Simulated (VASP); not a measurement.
Write the native input for VASP 6.6.1 that does the following.

```
Task                   : single point
Functional             : PBE
Dispersion             : D3(BJ)
Potentials or basis    : VASP PAW PBE potentials, release 64 (O, H, C)
Cutoff                 : 520 eV
k mesh                 : 1 × 1 × 1
Occupations            : fermi-dirac, width 0.02 eV
Spin                   : no spin polarisation
Dipole correction      : no
Further INCAR settings : LREAL = Auto; ALGO = Normal; EDIFF = 1e-06; NBANDS = 37
```

The structure of H8CO6 lies in POSCAR:

```
H8CO6
1.0
    6.2299620000      0.0000000000      0.0000000000
    0.0000000000      6.2299620000      0.0000000000
    0.0000000000      0.0000000000      6.2299620000
O H C
6 8 1
Direct
    0.9690588803      0.9907444058      0.2125374119
    0.6105815734      0.1211243343      0.5215762151
    0.9296685919      0.3035331516      0.8043227230
    0.4200828191      0.1155384254      0.1114774055
    0.0451688148      0.7739212535      0.5707257925
    0.3396810446      0.6812722132      0.7962969919
    1.1002635329      1.0046289207      0.2730835276
    0.9260409614      1.1004240475      0.1117021260
    0.5309984234      0.1905629601      0.3909815180
    0.7597959667      0.0985720298      0.4426190722
    0.9879675029      0.1608517034      0.7302452246
    0.8031188633      0.2923934367      0.7075805599
    0.2663579649      0.0595188221      0.0952975315
    0.4023941077      0.2726180352      0.1110600675
    0.1920557461      0.7184795028      0.6701164469
```

The input as run:

INCAR

```
SYSTEM = H8CO6
  ALGO = Normal
  EDIFF = 1E-6
  ENCUT = 520
  GGA = PE
  ISIF = 2
  ISMEAR = -1
  IVDW = 12
  LASPH = .TRUE.
  LCHARG = .TRUE.
  LELF = .TRUE.
  LREAL = Auto
  LVHAR = .TRUE.
  LWAVE = .FALSE.
  NBANDS = 37
  NELM = 80
  PREC = Accurate
  SIGMA = 0.02
```

KPOINTS

```
k-points
0
G
  1 1 1
  0 0 0
```

Potentials or basis: VASP PAW PBE potentials, release 64 (O, H, C).

Run with:

```sh
$ cat potpaw_PBE.64/O/POTCAR potpaw_PBE.64/H/POTCAR potpaw_PBE.64/C/POTCAR > POTCAR
$ mpirun -np 1 vasp_gam > vasp.out
```

Results of the run:

```json
{
  "Pressure": "-2.0 GPa",
  "Largest force": "6.517 eV/Å",
  "Band gap on the k mesh": "4.03 eV",
  "Dispersion energy per atom": "-0.027 eV"
}
```

Caveat: the k points lie up to 1.01 Å⁻¹ apart.

It took 33 s on 1 thread of AMD EPYC 7R13 Processor (Zen 3), with other jobs on the host, peak memory 0.27 GiB.
